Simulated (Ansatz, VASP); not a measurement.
## Sr in VASP and in Ansatz

```xyz
4
Lattice="4.0800 0.0000 0.0000 -2.0400 3.5334 0.0000 0.0000 0.0000 13.3514" Properties=species:S:1:pos:R:3 pbc="T T T"
Sr    4.0800    0.0000   13.3514
Sr    2.0400    3.5334    6.6757
Sr    0.0000    2.3556    3.3378
Sr    2.0400    1.1778   10.0135
```

Alike in both runs: task single point; functional PBEsol; k mesh 10 × 10 × 3; occupations fermi-dirac, width 0.1 eV; no spin polarisation.

```csv
,VASP,Ansatz
version,VASP 6.6.1,Ansatz 0.2.0
potentials or method,"VASP PAW PBE potentials, release 64 (Sr_sv), cutoff 520 eV","plane waves (420 eV) with PAW, scalar-relativistic"
valence electrons in the cell,40,40
```

```tsv
	VASP	Ansatz	Ansatz less VASP
pressure (GPa)	1.2	1.2	-0.02
```

VASP's potentials were made for PBE, not for PBEsol, and Ansatz warns of the same on its side.
